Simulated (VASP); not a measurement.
A run of VASP 6.6.1:

File INCAR:

```
ALGO = Normal
EDIFF = 1E-7
ENCUT = 520
GGA = PE
ISIF = 2
ISMEAR = 0
LASPH = True
LCHARG = True
LELF = True
LREAL = False
LVHAR = True
LWAVE = False
NBANDS = 39
NELM = 60
PREC = Accurate
SIGMA = 0.01
```

KPOINTS

```
k-points
0
Gamma
  12 12 2
```

File POSCAR:

```
GeSb4Te4
1.0
    4.2866848214      0.0000000000      0.0000000000
   -2.1433424107      3.7123779533      0.0000000000
    0.0000000000      0.0000000000     18.3545535199
Ge Sb Te
1 4 4
Direct
    0.0000000000      0.0000000000      0.0000000000
    0.3333333335      0.6666666665      0.5434416454
    0.6666666665      0.3333333335      0.4565583546
    0.6666666638      0.3333333362      0.7932954160
    0.3333333362      0.6666666638      0.2067045840
    0.3333333326      0.6666666674      0.9056672620
    0.6666666674      0.3333333326      0.0943327380
   -0.0000000016      0.0000000016      0.6979592771
    0.0000000016     -0.0000000016      0.3020407229
```

Potentials or basis: VASP PAW PBE potentials, release 64 (Ge_d, Sb, Te).

The run is started by

```bash
$ cat potpaw_PBE.64/Ge_d/POTCAR potpaw_PBE.64/Sb/POTCAR potpaw_PBE.64/Te/POTCAR > POTCAR
$ mpirun -np 1 vasp_std > vasp.out
```

Hardware: 1 thread of AMD EPYC 9R45 96-Core Processor (Zen 5), with other jobs on the host.

Problem. Estimate the wall time of this run.

Solution. Run time: 6.1 min on 1 thread of AMD EPYC 9R45 96-Core Processor (Zen 5) (shared host), peak memory 0.6 GiB. Counts: scf iterations 18, k points 38.
